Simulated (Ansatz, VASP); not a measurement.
**One calculation of BN, two programs**

The input INCAR:

```
ALGO = Normal ; EDIFF = 1E-6
ENCUT = 520 ; GGA = PS
ISIF = 2 ; ISMEAR = -1
LASPH = True ; LCHARG = False
LREAL = False ; LWAVE = False
NBANDS = 11 ; NELM = 60
PREC = Accurate ; SIGMA = 0.03
```

File KPOINTS:

```
k-points
0
Gamma
  13 13 13
```

File POSCAR:

```
BN
1.0
    0.0000000000      1.7953687620      1.7953687620
    1.7953687620      0.0000000000      1.7953687620
    1.7953687620      1.7953687620      0.0000000000
B N
1 1
Direct
    0.0000000000      0.0000000000      0.0000000000
    0.7500000000      0.7500000000      0.7500000000
```

Input for Ansatz:

```yaml
crystal:
  lattice:
    - [0.0, 1.795368762, 1.795368762]
    - [1.795368762, 0.0, 1.795368762]
    - [1.795368762, 1.795368762, 0.0]
  atoms:
    - { symbol: B, position: [0.0, 0.0, 0.0] }
    - { symbol: "N", position: [0.75, 0.75, 0.75] }
kpoints:
  mp_grid: { grid: [13, 13, 13] }
  band_path:
    path:
      - [0.0, 0.0, 0.0]
      - [-0.5, -0.5, 0.0]
      - [-0.375, -0.375, 0.25]
      - [-0.375, 0.0, 0.375]
      - [0.0, 0.0, 0.0]
      - [0.0, 0.0, 0.5]
      - [-0.5, -0.25, 0.25]
      - [-0.5, -0.5, 0.0]
    npoints: 5
scf:
  occupations: { method: fermi_dirac, width: 0.03 }
hamiltonian:
  xc: pbesol
  pseudopotentials: { kind: all_electron, lapw: { basis_error: 0.001 } }
output:
  forces: true
  stress: true
  eigenvalues: true
```

Change from the starting cell: volume scaled by 0.98.

Alike in both runs: task single point; functional PBEsol; k mesh 13 × 13 × 13; occupations fermi-dirac, width 0.03 eV; no spin polarisation.

|  | VASP | Ansatz |
| --- | --- | --- |
| version | VASP 6.6.1 | Ansatz 0.2.0 |
| potentials or method | VASP PAW PBE potentials, release 64 (B, N), cutoff 520 eV | all-electron LAPW, scalar-relativistic |

```tsv
	VASP	Ansatz	Ansatz less VASP
gap on the k mesh at the Fermi level (eV)	4.38	4.38	+0.009
pressure (GPa)	5.6	4.9	-0.65
```

VASP's potentials were made for PBE, not for PBEsol. Ansatz ran all-electron here, and VASP with PAW potentials.
